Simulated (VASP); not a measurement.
# BeS (Cmcm) in VASP: a series of runs

BeS is run at these levels: PBE; tasks: single point, relaxation of cell and atoms.

Everything below comes from runs of VASP 6.6.1. Logs are shortened: lines on timing, memory, paths and dates and some standing lists are left out, and cuts for length are marked.

### 1 The cell of the first run

It takes space group Cmcm (No. 63, orthorhombic). Conventional cell: a = 3.467 Å, b = 9.870 Å, c = 3.581 Å, α = 90.00°, β = 90.00°, γ = 90.00°. Be (site symmetry m2m) has 5 S at 2.27 to 2.49 Å within 3.0 Å. Within 3.0 Å of S (site symmetry m2m) lie 5 Be at 2.27 to 2.49 Å.

### 2 Single point, PBE

Contents of INCAR:

```
PREC = Accurate
ENCUT = 520
EDIFF = 1E-6
ISMEAR = 0
SIGMA = 0.1
LREAL = False
LASPH = True
NELM = 60
ALGO = Normal
ISIF = 2
LWAVE = False
LCHARG = False
GGA = PE
NBANDS = 16
```

Contents of KPOINTS:

```
Automatic mesh
0
Gamma
  6 6 6
```

Contents of POSCAR:

```
BeS
1.0
    1.7336621900     -4.9349424900      0.0000000000
    1.7336621900      4.9349424900      0.0000000000
    0.0000000000      0.0000000000      3.5805538100
Be S
2 2
Direct
    0.6317607200      0.3682392800      0.7500000000
    0.3682392800      0.6317607200      0.2500000000
    0.8612899700      0.1387100300      0.7500000000
    0.1387100300      0.8612899700      0.2500000000
```

Potentials or basis: VASP PAW PBE potentials, release 64 (Be, S).

Launch:

```sh
$ cat potpaw_PBE.64/Be/POTCAR potpaw_PBE.64/S/POTCAR > POTCAR
$ mpirun -np 1 vasp_std > vasp.out
```

OUTCAR:

```text
PREC = Accurate
   ENCUT = 520
   EDIFF = 1E-6
   ISMEAR = 0
   LREAL = False
   LASPH = True
   NELM = 60
   ISIF = 2
   GGA = PE

 ion  position               nearest neighbor table
   1  0.632  0.368  0.750-   3 2.27   4 2.49   4 2.49   4 2.49   4 2.49
   2  0.368  0.632  0.250-   4 2.27   3 2.49   3 2.49   3 2.49   3 2.49
   3  0.861  0.139  0.750-   1 2.27   2 2.49   2 2.49   2 2.49   2 2.49
   4  0.139  0.861  0.250-   2 2.27   1 2.49   1 2.49   1 2.49   1 2.49

  LATTYP: Found a base centered orthorhombic cell.
 ALAT       =     3.4673243800
 B/A-ratio  =     2.8465421456
 C/A-ratio  =     1.0326561399

  Lattice vectors:

 A1 = (   1.7336621900,  -4.9349424900,   0.0000000000)
 A2 = (   1.7336621900,   4.9349424900,   0.0000000000)
 A3 = (   0.0000000000,   0.0000000000,   3.5805538100)

Analysis of symmetry for initial positions (statically):
=====================================================================
 Subroutine PRICEL returns:
 Original cell was already a primitive cell.

 Routine SETGRP: Setting up the symmetry group for a
 base centered orthorhombic supercell.

 Subroutine GETGRP returns: Found  8 space group operations
 (whereof  4 operations were pure point group operations)
 out of a pool of  8 trial point group operations.

The static configuration has the point symmetry C_2h.
 The point group associated with its full space group is D_2h.

Analysis of symmetry for dynamics (positions and initial velocities):
=====================================================================
 Subroutine PRICEL returns:
 Original cell was already a primitive cell.

 Routine SETGRP: Setting up the symmetry group for a
 base centered orthorhombic supercell.

 Subroutine GETGRP returns: Found  8 space group operations
 (whereof  4 operations were pure point group operations)
 out of a pool of  8 trial point group operations.

The dynamic configuration has the point symmetry C_2h.
 The point group associated with its full space group is D_2h.

 Subroutine INISYM returns: Found  8 space group operations
 (whereof  4 operations are pure point group operations),
 and found     1 'primitive' translations

----------------------------------------------------------------------------------------

                                     Primitive cell

  volume of cell :      61.2670

  direct lattice vectors                    reciprocal lattice vectors
     1.733662190 -4.934942490  0.000000000     0.288406820 -0.101318303  0.000000000
     1.733662190  4.934942490  0.000000000     0.288406820  0.101318303  0.000000000
     0.000000000  0.000000000  3.580553810     0.000000000  0.000000000  0.279286405

  length of vectors
     5.230606272  5.230606272  3.580553810     0.305685938  0.305685938  0.279286405

  position of ions in fractional coordinates (direct lattice)
     0.631760720  0.368239280  0.750000000
     0.368239280  0.631760720  0.250000000
     0.861289970  0.138710030  0.750000000
     0.138710030  0.861289970  0.250000000

  ion indices of the primitive-cell ions
   primitive index   ion index
                 1           1
                 2           2
                 3           3
                 4           4

----------------------------------------------------------------------------------------

 KPOINTS: Automatic mesh

Automatic generation of k-mesh.
 Grid dimensions read from file:
 generate k-points for:    6    6    6

 Generating k-lattice:

  Cartesian coordinates                     Fractional coordinates (reciprocal lattice)
     0.048067803 -0.016886384  0.000000000     0.166666667 -0.000000000  0.000000000
     0.048067803  0.016886384  0.000000000    -0.000000000  0.166666667  0.000000000
     0.000000000  0.000000000  0.046547734     0.000000000  0.000000000  0.166666667

  Length of vectors
     0.050947656  0.050947656  0.046547734

  Shift w.r.t. Gamma in fractional coordinates (k-lattice)
     0.000000000  0.000000000  0.000000000

 Subroutine IBZKPT returns following result:
 ===========================================

 Found     52 irreducible k-points:

 Following reciprocal coordinates:
            Coordinates               Weight
  0.000000  0.000000  0.000000      1.000000
  0.166667  0.000000  0.000000      4.000000
  0.333333  0.000000  0.000000      4.000000
  0.500000  0.000000  0.000000      2.000000
  0.166667  0.166667  0.000000      2.000000
  0.333333  0.166667  0.000000      4.000000
[... 16 lines left out ...]
  0.333333  0.333333  0.166667      4.000000
  0.500000  0.333333  0.166667      8.000000
 [... further k-points ...]
   k-points           NKPTS =     52   k-points in BZ     NKDIM =     52   number of bands    NBANDS=     16
   number of dos      NEDOS =    301   number of ions     NIONS =      4
   total plane-waves  NPLWV =  44800
   dimension x,y,z NGX =    40 NGY =   40 NGZ =   28
   dimension x,y,z NGXF=    80 NGYF=   80 NGZF=   56
   ions per type =               2   2
[... 38 lines left out ...]
   LHFCALC =     F    Hartree Fock is set to
   AEXX    =    0.0000 exact exchange contribution
   IVDW    =     0    specifies the selected vdW correction
   LEPSILON=     F    determine dielectric tensor
   LRPA    =     F    only Hartree local field effects (RPA)
 non-spin polarized calculation
 Gauss-broadening in eV      SIGMA  =   0.10
  energy-cutoff  :      520.00
  volume of cell :       61.27
 maximum number of plane-waves:      1673
   NGX = 19   NGY = 19   NGZ = 13

 number of electron      15.9999999 magnetization

 Free energy of the ion-electron system (eV)
  ---------------------------------------------------
  ext. energy  EPLUGINS =         0.00000000
  ---------------------------------------------------
  free energy    TOTEN  =       -16.30960403 eV

  energy without entropy =      -16.30960403  energy(sigma->0) =      -16.30960403

 E-fermi :   5.0041     XC(G=0):  -9.7557

 val. band max:        4.5873620493   @ k =   0.1667   0.1667   0.0000
 cond. band min:       5.4176313371   @ k =   0.1667   0.1667   0.5000
 fundamental gap:      0.8302692877
 Fermi energy:         5.0040858097

 k-point     1 :       0.0000    0.0000    0.0000
  band No.  band energies     occupation
      1      -9.2203      2.00000
      2      -6.7034      2.00000
      3      -0.7376      2.00000
      4       1.6048      2.00000
      5       2.6482      2.00000
      6       3.4647      2.00000
[... 8 lines left out ...]
     15      13.0046      0.00000
     16      13.0848      0.00000

 k-point     2 :       0.1667    0.0000    0.0000
  band No.  band energies     occupation
      1      -8.9862      2.00000
      2      -6.7224      2.00000
      3      -0.4199      2.00000
      4       1.2105      2.00000
      5       1.8924      2.00000
      6       2.0515      2.00000
[... 8 lines left out ...]
     15      12.4292      0.00000
     16      13.1915      0.00000

 k-point     3 :       0.3333    0.0000    0.0000
  band No.  band energies     occupation
      1      -8.3669      2.00000
      2      -6.8634      2.00000
      3      -0.6109      2.00000
      4      -0.1587      2.00000
      5       1.4759      2.00000
      6       2.6847      2.00000
[... 8 lines left out ...]
     15      12.2215      0.00000
     16      13.0973      0.00000

 k-point     4 :       0.5000    0.0000    0.0000
  band No.  band energies     occupation
      1      -7.8275      2.00000
      2      -7.1398      2.00000
      3      -1.2635      2.00000
      4      -0.5792      2.00000
      5       2.5508      2.00000
      6       3.2115      2.00000
[... 8 lines left out ...]
     15      12.1037      0.00000
     16      13.3648      0.00000
[... 324 lines left out ...]
 k-point    22 :      -0.1667    0.1667    0.1667
  band No.  band energies     occupation
      1      -8.9184      2.00000
      2      -6.9490      2.00000
      3      -0.4038      2.00000
      4       1.0604      2.00000
      5       2.3154      2.00000
      6       2.6555      2.00000
[... 8 lines left out ...]
     15      12.1488      0.00000
     16      12.7900      0.00000

 k-point    23 :       0.3333    0.3333    0.1667
  band No.  band energies     occupation
      1      -7.6738      2.00000
      2      -7.4523      2.00000
      3      -1.0674      2.00000
      4       0.7708      2.00000
      5       1.2867      2.00000
      6       2.4747      2.00000
[... 8 lines left out ...]
     15      13.1185      0.00000
     16      13.2524      0.00000

 k-point    24 :       0.5000    0.3333    0.1667
  band No.  band energies     occupation
      1      -8.3001      2.00000
      2      -7.5100      2.00000
      3      -0.0212      2.00000
      4       0.9400      2.00000
      5       1.3452      2.00000
      6       2.8864      2.00000
[... 8 lines left out ...]
     15      12.0272      0.00000
     16      12.9862      0.00000

 [... further k-points ...]

------------------------ aborting loop because EDIFF is reached ----------------------------------------

  FORCE on cell =-STRESS in cart. coord.  units (eV):
  Direction    XX          YY          ZZ          XY          YZ          ZX
  --------------------------------------------------------------------------------------
  -------------------------------------------------------------------------------------
  Total       -5.8833308     -1.7657586     -6.0411485      0.0000000     -0.0000000      0.0000000
  in kB     -153.8533930    -46.1758752   -157.9804403      0.0000000     -0.0000000      0.0000000
  external PRESSURE =    -119.3365695 kB  Pullay stress =       0.0000000 kB

 VOLUME and BASIS-vectors are now :
 -----------------------------------------------------------------------------
  energy-cutoff  :      520.00
  volume of cell :       61.27
      direct lattice vectors                 reciprocal lattice vectors
     1.733662190 -4.934942490  0.000000000     0.288406820 -0.101318303  0.000000000
     1.733662190  4.934942490  0.000000000     0.288406820  0.101318303  0.000000000
     0.000000000  0.000000000  3.580553810     0.000000000  0.000000000  0.279286405

 POSITION                                       TOTAL-FORCE (eV/Angst)
 -----------------------------------------------------------------------------------
      1.73366     -1.30046      2.68542         0.000000     -1.401352     -0.000000
      1.73366      1.30046      0.89514         0.000000      1.401352     -0.000000
      1.73366     -3.56589      2.68542         0.000000      0.586023      0.000000
      1.73366      3.56589      0.89514         0.000000     -0.586023     -0.000000
 -----------------------------------------------------------------------------------
    total drift:                               -0.000000     -0.000000      0.000000

  FREE ENERGIE OF THE ION-ELECTRON SYSTEM (eV)
  ---------------------------------------------------
  free  energy   TOTEN  =       -16.3096040260 eV

  energy  without entropy=      -16.3096040260  energy(sigma->0) =      -16.30960403
```

Run time: 39 s. Hardware: 1 thread of Intel Xeon Platinum 8375C at 2.90GHz (Ice Lake), shared host; peak memory 0.2 GiB.

Results:

```yaml
Free_energy: -16.3096 eV
Pressure: -11.9 GPa
Largest_force: 1.401 eV/Å
Band_gap_on_the_k_mesh: 0.83 eV, indirect (least direct gap 1.93 eV)
```

Forces in eV/Å, atoms in the order of the input:
```
Be   0.000 -1.401  0.000
Be   0.000  1.401  0.000
S    0.000  0.586  0.000
S    0.000 -0.586  0.000
```

Levels at points of the mesh, in eV from the valence-band top:
```
           k point  band 5  band 6  band 7  band 8  band 9  band 10  band 11  band 12
(0.00, 0.00, 0.00)   -1.94   -1.12   -1.00   -0.48    1.45     2.30     5.71     7.12
(0.50, 0.00, 0.00)   -2.04   -1.38   -1.13   -0.50    2.66     3.53     3.64     4.22
(0.50, 0.50, 0.00)   -2.53   -2.34   -1.53   -0.20    2.77     3.29     3.42     5.72
(0.00, 0.00, 0.50)   -3.11   -3.11   -0.54   -0.54    3.89     3.89     4.11     4.11
(0.50, 0.00, 0.50)   -3.59   -3.59   -2.35   -2.35    1.40     1.40     5.33     5.33
(0.50, 0.50, 0.50)   -0.70   -0.70   -0.35   -0.35    2.72     2.72     4.88     4.88
```

Caveat: forces of over 1 eV/Å act on the atoms, so gaps and moduli don't describe the material at rest.

### 3 Single point, PBE

This run uses another cell than the first one, of 17.31 Å³/atom, 1.130 times its volume.

Contents of INCAR:

```
SYSTEM = BeS
PREC = Accurate
ENCUT = 520
EDIFF = 1E-7
ISMEAR = 0
SIGMA = 0.1
LREAL = .False.
LASPH = .True.
NELM = 100
ALGO = Normal
ISIF = 2
LWAVE = .False.
LCHARG = .True.
GGA = PE
LELF = .True.
LVHAR = .True.
NBANDS = 16
```

Contents of KPOINTS:

```
Automatic mesh
0
Gamma
  6 6 6
  0 0 0
```

Contents of POSCAR:

```
BeS
1.0
    1.5860399465     -6.8795579458      0.0000000000
    1.5860399465      6.8795579458      0.0000000000
    0.0000000000      0.0000000000      3.1721881258
Be S
2 2
Direct
    0.6923784183      0.3076215817      0.7500000000
    0.3076215817      0.6923784183      0.2500000000
    0.8445927544      0.1554072456      0.7500000000
    0.1554072456      0.8445927544      0.2500000000
```

Potentials or basis: VASP PAW PBE potentials, release 64 (Be, S).

Launch:

```sh
$ cat potpaw_PBE.64/Be/POTCAR potpaw_PBE.64/S/POTCAR > POTCAR
$ mpirun -np 1 vasp_std > vasp.out
```

Run time: 95 s. Hardware: 1 thread of Intel Xeon Platinum 8375C at 2.90GHz (Ice Lake), shared host; peak memory 0.25 GiB.

The run converged. Its results:

```
Free energy            : -17.9553 eV
Pressure               : 0.2 GPa
Largest force          : 0.039 eV/Å
Band gap on the k mesh : 1.20 eV, indirect (least direct gap 3.46 eV)
```

Forces in eV/Å, atoms in the order of the input:
```
Be   0.000  0.010  0.000
Be   0.000 -0.010  0.000
S    0.000 -0.039  0.000
S    0.000  0.039  0.000
```

Stress tensor (GPa, compression positive):
```
0.16 0.00 0.00
0.00 0.31 0.00
0.00 0.00 0.18
```

Levels at points of the mesh, in eV from the valence-band top:
```tsv
k point	band 4	band 5	band 6	band 7	band 8	band 9	band 10	band 11	band 12	band 13
(0.00, 0.00, 0.00)	-2.40	-2.40	-1.68	-0.71	-0.69	3.36	3.82	4.82	5.18	7.52
(0.50, 0.00, 0.00)	-6.37	-2.93	-2.75	-0.19	-0.18	4.30	4.60	4.94	4.95	5.26
(0.50, 0.50, 0.00)	-2.40	-2.40	-2.24	-0.71	-0.70	3.23	4.00	5.18	5.44	7.51
(0.00, 0.00, 0.50)	-6.35	-2.93	-2.93	-0.18	-0.18	4.63	4.63	4.94	4.94	5.76
(0.50, 0.00, 0.50)	-6.35	-4.23	-4.23	-2.60	-2.60	1.20	1.20	4.74	4.74	7.93
(0.50, 0.50, 0.50)	-6.40	-2.75	-2.75	-0.18	-0.18	4.18	4.18	4.95	4.95	5.11
```

### 4 Relaxation of cell and atoms, PBE

Contents of INCAR:

```
PREC = Accurate ; ENCUT = 600
EDIFF = 1E-7 ; ISMEAR = 0
SIGMA = 0.1 ; LREAL = F
LASPH = T ; NELM = 80
ALGO = Normal ; ISIF = 3
LWAVE = F ; LCHARG = F
GGA = PE ; IBRION = 2
NSW = 90 ; EDIFFG = -0.04
```

Contents of KPOINTS:

```
regular mesh
0
Gamma
  6 6 6
```

Contents of POSCAR:

```
BeS
1.0
    1.7336621900     -4.9349424900      0.0000000000
    1.7336621900      4.9349424900      0.0000000000
    0.0000000000      0.0000000000      3.5805538100
Be S
2 2
Direct
    0.6317607200      0.3682392800      0.7500000000
    0.3682392800      0.6317607200      0.2500000000
    0.8612899700      0.1387100300      0.7500000000
    0.1387100300      0.8612899700      0.2500000000
```

Launch:

```sh
$ cat potpaw_PBE.64/Be/POTCAR potpaw_PBE.64/S/POTCAR > POTCAR
$ mpirun -np 1 vasp_std > vasp.out
```

Wall time 25 min (1 thread of Intel Xeon Platinum 8375C at 2.90GHz (Ice Lake), shared host); peak memory 0.24 GiB.

The run converged. Its results:

| Item | Value |
| --- | --- |
| Free energy | -17.9475 eV |
| Relaxed volume | 16.39 Å³/atom |
| Relaxed cell | a = 6.704 Å, b = 6.704 Å, c = 3.172 Å, α = 90.00°, β = 90.00°, γ = 152.61° |
| Space group after relaxing (to 0.05 Å) | Cmcm (No. 63) |
| Energy gained by relaxing | 409.4 meV/atom |
| Ionic steps | 32 |
| Pressure after relaxing | 0.1 GPa |
| Largest force after relaxing | 0.037 eV/Å |
| Band gap on the k mesh | 1.16 eV, indirect (least direct gap 3.40 eV) |

Forces in eV/Å, atoms in the order of the input:
```
Be   0.000  0.037  0.000
Be   0.000 -0.037  0.000
S    0.000  0.031  0.000
S    0.000 -0.031  0.000
```

Stress tensor (GPa, compression positive):
```
-0.06  0.00  0.00
 0.00  0.30  0.00
 0.00  0.00  0.18
```

The path:
```
step  energy change (eV)  largest force (eV/Å)  pressure (GPa)  volume (Å³)
   1              0.0000                1.4012          -11.93        61.27
   2             -0.6605                0.8138            2.66        51.65
   3             -0.6629                0.7667            3.90        51.15
   4             -0.8882                0.8850            4.62        51.48
   5             -1.0803                0.8625           10.23        51.79
   6             -1.1946                0.8232            7.01        53.61
   7             -1.3004                0.7377            1.99        56.96
   8             -1.3060                0.8560            0.90        57.80
   9             -1.3934                0.7532            0.16        58.08
  10             -1.5279                0.4583           -0.70        58.83
  11             -1.5297                0.4014           -0.64        58.93
  12             -1.5499                0.2685            0.32        58.71
  13             -1.5544                0.1635            1.09        58.55
  14             -1.5707                0.1738            0.65        59.05
  15             -1.5842                0.2218           -0.30        60.27
  16             -1.5952                0.2467           -0.23        60.59
  17             -1.6094                0.3161            0.00        61.33
  18             -1.6103                0.3393            0.08        61.54
  19             -1.6181                0.1738            0.45        61.68
  20             -1.6197                0.0866            0.74        61.77
  21             -1.6230                0.0614            0.26        62.34
  22             -1.6248                0.0752           -0.55        63.36
  23             -1.6273                0.0602           -0.46        63.55
  24             -1.6312                0.0820           -0.15        64.12
  25             -1.6315                0.1047           -0.04        64.30
  26             -1.6329                0.0893            0.14        64.33
  27             -1.6334                0.0731            0.33        64.37
  28             -1.6344                0.0623            0.23        64.57
  29             -1.6364                0.0557           -0.06        65.18
  30             -1.6348                0.1756           -0.59        66.40
  31             -1.6368                0.0878           -0.21        65.52
  32             -1.6376                0.0373            0.14        65.57
```

Final structure:
```
CELL_PARAMETERS angstrom
1.58705 -6.51346 0.00000
1.58705 6.51346 0.00000
0.00000 0.00000 3.17176
ATOMIC_POSITIONS crystal
Be 0.68973 0.31027 0.75000
Be 0.31027 0.68973 0.25000
S 0.85041 0.14959 0.75000
S 0.14959 0.85041 0.25000
```

Levels at points of the mesh, in eV from the valence-band top:
```
           k point  band 6  band 7  band 8  band 9  band 10  band 11
(0.00, 0.00, 0.00)   -1.56   -0.75   -0.69    3.33     3.80     5.03
(0.50, 0.00, 0.00)   -2.73   -0.21   -0.18    4.23     4.63     4.94
(0.50, 0.50, 0.00)   -2.39   -0.73   -0.70    3.21     3.95     5.17
(0.00, 0.00, 0.50)   -3.04   -0.20   -0.20    4.65     4.65     4.92
(0.50, 0.00, 0.50)   -4.24   -2.62   -2.62    1.16     1.16     4.65
(0.50, 0.50, 0.50)   -2.72   -0.21   -0.21    4.06     4.06     4.95
```

A k mesh can miss the band edges.

### 5 Summary

| task | cell | cutoff (eV) | gap on the mesh (eV) | pressure (GPa) | largest force (eV/Å) |
| --- | --- | --- | --- | --- | --- |
| single point | a = 5.231, b = 5.231, c = 3.581 Å, angles 90.0, 90.0, 141.3°, 4 atoms | 520 | 0.83 | -11.9 | 1.40 |
| single point | a = 7.060, b = 7.060, c = 3.172 Å, angles 90.0, 90.0, 154.0°, 4 atoms | 520 | 1.20 | 0.2 | 0.04 |
| relaxation of cell and atoms | relaxed from a = 5.231, b = 5.231, c = 3.581 Å, angles 90.0, 90.0, 141.3°, 4 atoms | 600 | 1.16 | 0.1 | 0.04 |

Alike in all rows: level PBE; potentials or basis VASP PAW PBE potentials, release 64 (Be, S); no spin polarisation; k mesh 6 × 6 × 6; smearing gaussian 0.1 eV.

Caveats: forces of over 1 eV/Å act on the atoms, so gaps and moduli don't describe the material at rest (some runs).

Absolute energies hang on the potentials; compare differences alone.
